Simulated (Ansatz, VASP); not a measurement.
**Nb in VASP and in Ansatz**

```
CELL_PARAMETERS angstrom
-1.62383 1.62383 1.62383
1.62383 -1.62383 1.62383
1.62383 1.62383 -1.62383
ATOMIC_POSITIONS crystal
Nb 0.00000 0.00000 0.00000
```

Alike in both runs: functional LDA; k mesh 18 × 18 × 18; occupations gaussian, width 0.1 eV; no spin polarisation.

Ansatz relaxed the structure, and its values are those at the end. VASP's run is a single point on that final structure, the one shown.

```csv
,VASP,Ansatz
version,VASP 6.6.1,Ansatz 0.2.0
potentials or method,"VASP PAW LDA potentials, release 64 (Nb_sv), cutoff 520 eV","scalar-relativistic, plane waves, PAW"
valence electrons in the cell,13,13
```

Ansatz gave:

| Property | Result |
| --- | --- |
| gap on the k mesh at the Fermi level (eV) | none |
| pressure (GPa) | 0.0 |

Question: Estimate VASP's values.

Answer: gap on the k mesh at the Fermi level (eV): none; pressure (GPa): -0.2.

LDA's correlation is that of Perdew and Zunger in VASP and of Perdew and Wang (1992) in Ansatz. A gap of «none» marks a metal or a gap that the smearing closes.
